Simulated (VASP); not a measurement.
A run of VASP 6.6.1 is set up as follows.

Contents of INCAR:

```
ALGO = Fast ; EDIFF = 1E-7
ENCUT = 520 ; GGA = PE
ISIF = 2 ; ISMEAR = 1
LASPH = T ; LCHARG = F
LREAL = F ; LWAVE = F
NBANDS = 14 ; NELM = 60
PREC = Accurate ; SIGMA = 0.02
```

Contents of KPOINTS:

```
k-points
0
Gamma
  22 22 22
```

Contents of POSCAR:

```
Rh
1.0
    0.0000000000      1.9015500000      1.9015500000
    1.9015500000      0.0000000000      1.9015500000
    1.9015500000      1.9015500000      0.0000000000
Rh
1
Direct
    0.0000000000      0.0000000000      0.0000000000
```

Potentials or basis: VASP PAW PBE potentials, release 64 (Rh_pv).

The run is started by

```bash
$ cat potpaw_PBE.64/Rh_pv/POTCAR > POTCAR
$ mpirun -np 1 vasp_std > vasp.out
```

Problem. Estimate the pressure.

Solution. 5.7 GPa.
